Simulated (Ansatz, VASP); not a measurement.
## One calculation of Ti, two programs

```
CELL_PARAMETERS angstrom
0.00000 -2.02792 -2.02792
-2.02792 0.00000 -2.02792
2.02792 2.02792 -4.05584
ATOMIC_POSITIONS crystal
Ti 0.51868 0.51868 0.44395
Ti 0.98132 0.98132 0.05605
```

Change from the starting cell: mode 6 (178.2 1/cm) frozen in, largest displacement +0.263 Å.

Alike in both runs: task single point; functional PBEsol; k mesh 24 × 24 × 24; occupations gaussian, width 0.15 eV; no spin polarisation.

```csv
,VASP,Ansatz
version,VASP 6.6.1,Ansatz 0.2.0
potentials or method,"VASP PAW PBE potentials, release 64 (Ti_sv), cutoff 520 eV","scalar-relativistic, plane waves, PAW"
valence electrons in the cell,24,24
```

```csv
,VASP,Ansatz,Ansatz less VASP
gap on the k mesh at the Fermi level (eV),none,none,-
pressure (GPa),12.5,12.9,+0.38
"traceless stress, the component that is largest in VASP (GPa)",3.52,3.45,-0.073
rms of the force components (eV/Å),2.228,2.235,+0.0068
```

VASP's potentials were made for PBE, not for PBEsol. Atom by atom the forces differ by 0.007 eV/Å (rms over components). A gap of «none» marks a metal or a gap that the smearing closes.
